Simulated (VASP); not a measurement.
# Ta (P-3m1) in VASP: a series of runs

Ta is run at these levels: PBEsol; tasks: single point.

Program: VASP 6.6.1. These are calculated values, not measurements. Logs are shortened: lines on timing, memory, paths and dates and some standing lists are left out, and cuts for length are marked.

## Step 1: The cell of the first run

The structure is trigonal, space group P-3m1 (No. 164). Conventional cell: a = 2.900 Å, b = 2.900 Å, c = 5.166 Å, α = 90.00°, β = 90.00°, γ = 120.00°. Within 3.6 Å of Ta (site symmetry 3m) lie 12 Ta at 2.71 to 3.46 Å.

## Step 2: Single point, PBEsol (atom 1 (Ta) moved by (+0.000, -0.450) A along x and z)

Contents of INCAR:

```
  PREC = Accurate
  ENCUT = 520
  EDIFF = 1E-6
  ISMEAR = 0
  SIGMA = 0.15
  LREAL = False
  LASPH = True
  NELM = 100
  ALGO = Fast
  ISIF = 2
  LWAVE = False
  LCHARG = False
  GGA = PS
  NBANDS = 18
```

Contents of KPOINTS:

```
Automatic mesh
0
Gamma
  18 18 10
```

Contents of POSCAR:

```
Ta
1.0
    2.9003720726      0.0000000000      0.0000000000
   -1.4501860363      2.5117958953      0.0000000000
    0.0000000000      0.0000000000      5.1662740000
Ta
2
Direct
    0.6666666667      0.3333333333      0.6628966059
    0.3333333333      0.6666666667      0.2500000000
```

Potentials or basis: VASP PAW PBE potentials, release 64 (Ta_pv).

Command:

```console
cat potpaw_PBE.64/Ta_pv/POTCAR > POTCAR
mpirun -np 1 vasp_std > vasp.out
```

OUTCAR:

```text
PREC = Accurate
   ENCUT = 520
   EDIFF = 1E-6
   ISMEAR = 0
   LREAL = False
   LASPH = True
   NELM = 100
   ISIF = 2
   GGA = PS

 ion  position               nearest neighbor table
   1  0.667  0.333  0.663-   2 2.71   2 2.71   2 2.71   2 3.46   2 3.46   2 3.46
   2  0.333  0.667  0.250-   1 2.71   1 2.71   1 2.71   1 3.46   1 3.46   1 3.46

  LATTYP: Found a hexagonal cell.
 ALAT       =     2.9003720726
 C/A-ratio  =     1.7812452577

  Lattice vectors:

 A1 = (   2.9003720726,   0.0000000000,   0.0000000000)
 A2 = (  -1.4501860363,   2.5117958953,   0.0000000000)
 A3 = (   0.0000000000,   0.0000000000,   5.1662740000)

Analysis of symmetry for initial positions (statically):
=====================================================================
 Subroutine PRICEL returns:
 Original cell was already a primitive cell.

 Routine SETGRP: Setting up the symmetry group for a
 hexagonal supercell.

 Subroutine GETGRP returns: Found 12 space group operations
 (whereof  6 operations were pure point group operations)
 out of a pool of 24 trial point group operations.

The static configuration has the point symmetry C_3v.
 The point group associated with its full space group is D_3d.

Analysis of symmetry for dynamics (positions and initial velocities):
=====================================================================
 Subroutine PRICEL returns:
 Original cell was already a primitive cell.

 Routine SETGRP: Setting up the symmetry group for a
 hexagonal supercell.

 Subroutine GETGRP returns: Found 12 space group operations
 (whereof  6 operations were pure point group operations)
 out of a pool of 24 trial point group operations.

The dynamic configuration has the point symmetry C_3v.
 The point group associated with its full space group is D_3d.

 Subroutine INISYM returns: Found 12 space group operations
 (whereof  6 operations are pure point group operations),
 and found     1 'primitive' translations

----------------------------------------------------------------------------------------

                                     Primitive cell

  volume of cell :      37.6370

  direct lattice vectors                    reciprocal lattice vectors
     2.900372073  0.000000000  0.000000000     0.344783350  0.199060760  0.000000000
    -1.450186036  2.511795895  0.000000000     0.000000000  0.398121520  0.000000000
     0.000000000  0.000000000  5.166274000     0.000000000  0.000000000  0.193563098

  length of vectors
     2.900372073  2.900372073  5.166274000     0.398121520  0.398121520  0.193563098

  position of ions in fractional coordinates (direct lattice)
     0.666666667  0.333333333  0.662896606
     0.333333333  0.666666667  0.250000000

  ion indices of the primitive-cell ions
   primitive index   ion index
                 1           1
                 2           2

----------------------------------------------------------------------------------------

 KPOINTS: Automatic mesh

Automatic generation of k-mesh.
 Grid dimensions read from file:
 generate k-points for:   18   18   10

 Generating k-lattice:

  Cartesian coordinates                     Fractional coordinates (reciprocal lattice)
     0.019154631  0.011058931  0.000000000     0.055555556  0.000000000  0.000000000
     0.000000000  0.022117862  0.000000000     0.000000000  0.055555556  0.000000000
     0.000000000  0.000000000  0.019356310     0.000000000  0.000000000  0.100000000

  Length of vectors
     0.022117862  0.022117862  0.019356310

  Shift w.r.t. Gamma in fractional coordinates (k-lattice)
     0.000000000  0.000000000  0.000000000

 Subroutine IBZKPT returns following result:
 ===========================================

 Found    330 irreducible k-points:

 Following reciprocal coordinates:
            Coordinates               Weight
  0.000000  0.000000  0.000000      1.000000
  0.055556  0.000000  0.000000      6.000000
  0.111111  0.000000  0.000000      6.000000
  0.166667  0.000000  0.000000      6.000000
  0.222222  0.000000  0.000000      6.000000
  0.277778  0.000000  0.000000      6.000000
[... 16 lines left out ...]
  0.333333  0.111111  0.000000     12.000000
  0.388889  0.111111  0.000000     12.000000
 [... further k-points ...]
   k-points           NKPTS =    330   k-points in BZ     NKDIM =    330   number of bands    NBANDS=     18
   number of dos      NEDOS =    301   number of ions     NIONS =      2
   total plane-waves  NPLWV =  23040
   dimension x,y,z NGX =    24 NGY =   24 NGZ =   40
   dimension x,y,z NGXF=    48 NGYF=   48 NGZF=   80
   ions per type =               2
   NGX,Y,Z   is equivalent  to a cutoff of  13.76, 13.76, 12.87 a.u.
   NGXF,Y,Z  is equivalent  to a cutoff of  27.51, 27.51, 25.74 a.u.
 SYSTEM =  unknown system
   PREC   = accura    normal or accurate (medium, high low for compatibility)
   ISTART =      0    job   : 0-new  1-cont  2-samecut
   ICHARG =      2    charge: 1-file 2-atom 10-const
   ISPIN  =      1    spin polarized calculation?
   LNONCOLLINEAR =      F non collinear calculations
   LSORBIT =      F    spin-orbit coupling
   LASPH  =      T    aspherical Exc in radial PAW
   ENCUT  =  520.0 eV  38.22 Ry    6.18 a.u.   5.39  5.39  9.61*2*pi/ulx,y,z
   NELM   =    100;   NELMIN=  2; NELMDL= -5     # of ELM steps
   EDIFF  = 0.1E-05   stopping-criterion for ELM
   LREAL  =      F    real-space projection
   EDIFFG = 0.1E-04   stopping-criterion for IOM
   NSW    =      0    number of steps for IOM
   IBRION =     -1    ionic relax: 0-MD 1-quasi-New 2-CG
   NFREE  =      0    steps in history (QN), initial steepest desc. (CG)
   ISIF   =      2    stress and relaxation
   ISYM   =      2    0-nonsym 1-usesym 2-fastsym
   POTIM  = 0.5000    time-step for ionic-motion
   TEBEG  =    0.0;   TEEND  =   0.0 temperature during run
   PSTRESS=    0.0 pullay stress
   NELECT =      22.0000    total number of electrons
   NUPDOWN=      -1.0000    fix difference up-down
   EMIN   =  10.00;   EMAX   =-10.00  energy-range for DOS
   EFERMI =   0.00;   METHOD = LEGACY
   ISMEAR =     0;   SIGMA  =   0.15  broadening in eV -4-tet -1-fermi 0-gaus
   EFERMI_NEDOS =   21; number of points for ismear=-14 and -15
   IALGO  =     68    algorithm
   IMIX   =      4    mixing-type and parameters
     AMIX     =   0.40;   BMIX     =  1.00
     AMIX_MAG =   1.60;   BMIX_MAG =  1.00
  volume/ion in A,a.u.               =      18.82       126.99
  Fermi-wavevector in a.u.,A,eV,Ry     =   1.368812  2.586680 25.492516  1.873647
  Thomas-Fermi vector in A             =   2.494743
   LORBIT       =      0    0 simple, 1 ext, 2 COOP (PROOUT), +10 PAW based schemes
   GGA     = PS    functional components
   LHFCALC =     F    Hartree Fock is set to
   AEXX    =    0.0000 exact exchange contribution
   IVDW    =     0    specifies the selected vdW correction
   LEPSILON=     F    determine dielectric tensor
   LRPA    =     F    only Hartree local field effects (RPA)
 non-spin polarized calculation
 RMM-DIIS sequential band-by-band and
 Gauss-broadening in eV      SIGMA  =   0.15
  energy-cutoff  :      520.00
  volume of cell :       37.64
 maximum number of plane-waves:      1039
 NGX is ok and might be reduce to    24
   NGX = 11   NGY = 11   NGZ = 19

 number of electron      22.0000002 magnetization

 Free energy of the ion-electron system (eV)
  ---------------------------------------------------
  ext. energy  EPLUGINS =         0.00000000
  ---------------------------------------------------
  free energy    TOTEN  =       -23.50613607 eV

  energy without entropy =      -23.47202176  energy(sigma->0) =      -23.48907892

 E-fermi :   5.4880     XC(G=0): -12.4005

 val. band max:        5.4858138520   @ k =   0.3889   0.1667   0.1000
 cond. band min:       5.4890685244   @ k =  -0.1667   0.5000   0.4000
 fundamental gap:      0.0032546723
 Fermi energy:         5.4880139948

 k-point     1 :       0.0000    0.0000    0.0000
  band No.  band energies     occupation
      1     -29.4122      2.00000
      2     -28.2421      2.00000
      3     -28.2421      2.00000
      4     -28.1601      2.00000
      5     -28.0323      2.00000
      6     -28.0323      2.00000
[... 10 lines left out ...]
     17      10.9373      0.00000
     18      10.9392      0.00000

 k-point     2 :       0.0556    0.0000    0.0000
  band No.  band energies     occupation
      1     -29.4025      2.00000
      2     -28.3002      2.00000
      3     -28.2526      2.00000
      4     -28.1387      2.00000
      5     -28.0634      2.00000
      6     -28.0369      2.00000
[... 10 lines left out ...]
     17      10.9976      0.00000
     18      11.2359      0.00000

 k-point     3 :       0.1111    0.0000    0.0000
  band No.  band energies     occupation
      1     -29.3747      2.00000
      2     -28.4215      2.00000
      3     -28.2820      2.00000
      4     -28.1563      2.00000
      5     -28.1172      2.00000
      6     -28.0503      2.00000
[... 10 lines left out ...]
     17      11.1408      0.00000
     18      11.8458      0.00000

 k-point     4 :       0.1667    0.0000    0.0000
  band No.  band energies     occupation
      1     -29.3336      2.00000
      2     -28.5797      2.00000
      3     -28.3259      2.00000
      4     -28.2831      2.00000
      5     -28.1211      2.00000
      6     -28.0720      2.00000
[... 375 lines left out ...]
      4     -28.4768      2.00000
      5     -28.2511      2.00000
      6     -28.1921      2.00000
[... 10 lines left out ...]
     17      11.0498      0.00000
     18      13.3015      0.00000

 k-point    23 :       0.3333    0.1111    0.0000
  band No.  band energies     occupation
      1     -29.2850      2.00000
      2     -29.1821      2.00000
      3     -28.6971      2.00000
      4     -28.5368      2.00000
      5     -28.2841      2.00000
      6     -28.2293      2.00000
[... 10 lines left out ...]
     17      11.9007      0.00000
     18      13.6511      0.00000

 k-point    24 :       0.3889    0.1111    0.0000
  band No.  band energies     occupation
      1     -29.3351      2.00000
      2     -29.2350      2.00000
      3     -28.6755      2.00000
      4     -28.5775      2.00000
      5     -28.3049      2.00000
      6     -28.2612      2.00000
[... 10 lines left out ...]
     17      12.6836      0.00000
     18      14.3469      0.00000

 [... further k-points ...]
[... 5 lines left out ...]
  --------------------------------------------------------------------------------------
  -------------------------------------------------------------------------------------
  Total        1.8793302      1.8793302      1.9509990      0.0000000      0.0000000      0.0000000
  in kB       80.0015087     80.0015087     83.0523901      0.0000000      0.0000000      0.0000000
  external PRESSURE =      81.0184692 kB  Pullay stress =       0.0000000 kB

 VOLUME and BASIS-vectors are now :
 -----------------------------------------------------------------------------
  energy-cutoff  :      520.00
  volume of cell :       37.64
      direct lattice vectors                 reciprocal lattice vectors
     2.900372073  0.000000000  0.000000000     0.344783350  0.199060760  0.000000000
    -1.450186036  2.511795895  0.000000000     0.000000000  0.398121520  0.000000000
     0.000000000  0.000000000  5.166274000     0.000000000  0.000000000  0.193563098

 POSITION                                       TOTAL-FORCE (eV/Angst)
 -----------------------------------------------------------------------------------
      1.45019      0.83727      3.42471        -0.000000      0.000000      4.016807
     -0.00000      1.67453      1.29157         0.000000     -0.000000     -4.016807
 -----------------------------------------------------------------------------------
    total drift:                               -0.000000      0.000000      0.000002

  FREE ENERGIE OF THE ION-ELECTRON SYSTEM (eV)
  ---------------------------------------------------
  free  energy   TOTEN  =       -23.5061360681 eV

  energy  without entropy=      -23.4720217640  energy(sigma->0) =      -23.48907892
```

It took 95 s on 1 thread of Intel Xeon 6975P-C, shared host; peak memory 0.3 GiB.

What came out:

- Free energy: -23.5061 eV
- Pressure: 8.1 GPa
- Largest force: 4.017 eV/Å
- Band gap on the k mesh: zero (band 11 reaches 6.35 eV, above the bottom of band 12 at 4.80 eV)

Forces in eV/Å, atoms in the order of the input:
```
Ta   0.000  0.000  4.017
Ta   0.000  0.000 -4.017
```

Stress tensor (GPa, compression positive):
```
8.00 0.00 0.00
0.00 8.00 0.00
0.00 0.00 8.31
```

Levels at points of the mesh, in eV from the Fermi level:
```tsv
k point	band 8	band 9	band 10	band 11	band 12	band 13	band 14	band 15
(0.00, 0.00, 0.00)	-5.26	-1.06	0.02	0.02	0.48	0.48	1.31	3.02
(0.50, 0.00, 0.00)	-4.29	-3.40	-0.37	-0.17	0.19	0.79	5.64	6.10
(0.00, 0.00, 0.50)	-5.96	-2.50	-0.03	-0.03	0.24	0.24	0.65	3.70
(0.50, 0.00, 0.50)	-4.45	-3.20	-1.42	0.84	1.64	1.65	3.87	3.98
```

Caveat: the cell differs from its parent crystal (atom 1 (Ta) moved by (+0.000, -0.450) A along x and z); the PAW data sets were made with another functional, which shifts forces and pressure a little; spin-orbit coupling is left out, which moves the levels of the heavy elements.

## Step 3: Single point, PBEsol (atom 1 (Ta) moved by (+0.000, -0.225) A along x and z)

Contents of INCAR:

```
ALGO = Fast
EDIFF = 1E-6
ENCUT = 520
GGA = PS
ISIF = 2
ISMEAR = 0
LASPH = True
LCHARG = False
LREAL = False
LWAVE = False
NBANDS = 18
NELM = 60
PREC = Accurate
SIGMA = 0.15
```

Contents of KPOINTS:

```
k-points
0
Gamma
  18 18 10
```

Changes to POSCAR since step 2:

```diff
@@ -8,3 +8,3 @@
 Direct
-    0.6666666667      0.3333333333      0.6628966059
+    0.6666666667      0.3333333333      0.7064483030
     0.3333333333      0.6666666667      0.2500000000
```

Potentials or basis: VASP PAW PBE potentials, release 64 (Ta_pv).

Command:

```console
cat potpaw_PBE.64/Ta_pv/POTCAR > POTCAR
mpirun -np 1 vasp_std > vasp.out
```

OUTCAR:

```text
EDIFF = 1E-6
   ENCUT = 520
   GGA = PS
   ISIF = 2
   ISMEAR = 0
   LASPH = True
   LREAL = False
   NELM = 60
   PREC = Accurate

 ion  position               nearest neighbor table
   1  0.667  0.333  0.706-   2 2.89   2 2.89   2 2.89   2 3.27   2 3.27   2 3.27
   2  0.333  0.667  0.250-   1 2.89   1 2.89   1 2.89   1 3.27   1 3.27   1 3.27

  LATTYP: Found a hexagonal cell.
 ALAT       =     2.9003720726
 C/A-ratio  =     1.7812452577

  Lattice vectors:

 A1 = (   2.9003720726,   0.0000000000,   0.0000000000)
 A2 = (  -1.4501860363,   2.5117958953,   0.0000000000)
 A3 = (   0.0000000000,   0.0000000000,   5.1662740000)

Analysis of symmetry for initial positions (statically):
=====================================================================
 Subroutine PRICEL returns:
 Original cell was already a primitive cell.

 Routine SETGRP: Setting up the symmetry group for a
 hexagonal supercell.

 Subroutine GETGRP returns: Found 12 space group operations
 (whereof  6 operations were pure point group operations)
 out of a pool of 24 trial point group operations.

[... 159 lines left out ...]
  ---------------------------------------------------
  ext. energy  EPLUGINS =         0.00000000
  ---------------------------------------------------
  free energy    TOTEN  =       -24.23325218 eV

  energy without entropy =      -24.20292310  energy(sigma->0) =      -24.21808764

 E-fermi :   5.4177     XC(G=0): -12.4693

 val. band max:        5.4090962868   @ k =  -0.0556   0.1667   0.2000
 cond. band min:       5.4204397793   @ k =  -0.1111   0.3333   0.2000
 fundamental gap:      0.0113434926
 Fermi energy:         5.4177055855

 k-point     1 :       0.0000    0.0000    0.0000
  band No.  band energies     occupation
      1     -29.1854      2.00000
      2     -28.2625      2.00000
      3     -28.1976      2.00000
      4     -28.1976      2.00000
      5     -28.0876      2.00000
      6     -28.0876      2.00000
[... 481 lines left out ...]
      5     -28.3945      2.00000
      6     -28.3535      2.00000
[... 10 lines left out ...]
     17      12.7194      0.00000
     18      14.3584      0.00000

 [... further k-points ...]
[... 5 lines left out ...]
  --------------------------------------------------------------------------------------
  -------------------------------------------------------------------------------------
  Total       -0.9191743     -0.9191743     -0.3682317      0.0000000     -0.0000000      0.0000000
  in kB      -39.1284786    -39.1284786    -15.6753125      0.0000000     -0.0000000      0.0000000
  external PRESSURE =     -31.3107565 kB  Pullay stress =       0.0000000 kB

 VOLUME and BASIS-vectors are now :
 -----------------------------------------------------------------------------
  energy-cutoff  :      520.00
  volume of cell :       37.64
      direct lattice vectors                 reciprocal lattice vectors
     2.900372073  0.000000000  0.000000000     0.344783350  0.199060760  0.000000000
    -1.450186036  2.511795895  0.000000000     0.000000000  0.398121520  0.000000000
     0.000000000  0.000000000  5.166274000     0.000000000  0.000000000  0.193563098

 POSITION                                       TOTAL-FORCE (eV/Angst)
 -----------------------------------------------------------------------------------
      1.45019      0.83727      3.64971        -0.000000      0.000000      2.304504
     -0.00000      1.67453      1.29157         0.000000     -0.000000     -2.304504
 -----------------------------------------------------------------------------------
    total drift:                               -0.000000      0.000000     -0.000003

  FREE ENERGIE OF THE ION-ELECTRON SYSTEM (eV)
  ---------------------------------------------------
  free  energy   TOTEN  =       -24.2332521820 eV

  energy  without entropy=      -24.2029230966  energy(sigma->0) =      -24.21808764
```

Wall time 1.9 min (1 thread of Intel Xeon 6975P-C, shared host); peak memory 0.3 GiB.

Results:

```
Free energy            : -24.2333 eV
Pressure               : -3.1 GPa
Largest force          : 2.305 eV/Å
Band gap on the k mesh : zero (band 11 reaches 6.95 eV, above the bottom of band 12 at 4.81 eV)
```

Forces on the atoms (eV/Å):
```
Ta   0.000  0.000  2.305
Ta   0.000  0.000 -2.305
```

Levels at points of the mesh, in eV from the Fermi level:
```tsv
k point	band 7	band 8	band 9	band 10	band 11	band 12	band 13	band 14	band 15	band 16
(0.00, 0.00, 0.00)	-8.20	-4.99	-0.80	0.37	0.46	0.46	1.00	1.00	2.96	2.96
(0.50, 0.00, 0.00)	-4.11	-4.03	-3.32	-0.42	-0.31	0.57	0.68	5.56	6.34	6.72
(0.00, 0.00, 0.50)	-6.66	-6.10	-1.85	-0.36	0.44	0.44	0.61	0.61	3.99	3.99
(0.50, 0.00, 0.50)	-4.46	-4.33	-2.74	-1.85	1.53	1.53	1.76	3.33	4.71	6.21
```

Caveat: the cell differs from its parent crystal (atom 1 (Ta) moved by (+0.000, -0.225) A along x and z); the PAW data sets were made with another functional, which shifts forces and pressure a little; spin-orbit coupling is left out, which moves the levels of the heavy elements.
